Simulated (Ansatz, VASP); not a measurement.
## Two plane-wave programs on SnO

```
CELL_PARAMETERS angstrom
4.15825 0.00000 0.00000
0.00000 3.44575 0.00000
0.00000 0.00000 4.83600
ATOMIC_POSITIONS crystal
Sn 0.00000 0.50000 0.23850
Sn 0.50000 0.00000 0.76150
O 0.00000 0.00000 0.00000
O 0.50000 0.50000 0.00000
```

Change from the starting cell: strain +0.0937 x Voigt [1, -1, 0, 0, 0, 0], atoms carried along.

Alike in both runs: task single point; functional PBE; k mesh 12 × 12 × 10; occupations gaussian, width 0.15 eV; no spin polarisation.

|  | VASP | Ansatz |
| --- | --- | --- |
| version | VASP 6.6.1 | Ansatz 0.2.0 |
| potentials or method | VASP PAW PBE potentials, release 64 (Sn_d, O), cutoff 520 eV | scalar-relativistic, plane waves, PAW |
| valence electrons in the cell | 40 | 40 |

Ansatz gave:

```
gap on the k mesh at the Fermi level (eV)                     : none
pressure (GPa)                                                : 8.4
traceless stress, the component that is largest in VASP (GPa) : 8.13
rms of the force components (eV/Å)                            : 0.772
```

Problem. Which values does VASP return?

Solution. gap on the k mesh at the Fermi level (eV): none; pressure (GPa): 8.6; traceless stress, the component that is largest in VASP (GPa): 8.38; rms of the force components (eV/Å): 0.814.

Atom by atom the forces differ by 0.045 eV/Å (rms over components). A gap of «none» marks a metal or a gap that the smearing closes. The functional is the same, so the differences come from potentials, cutoffs and numerics.
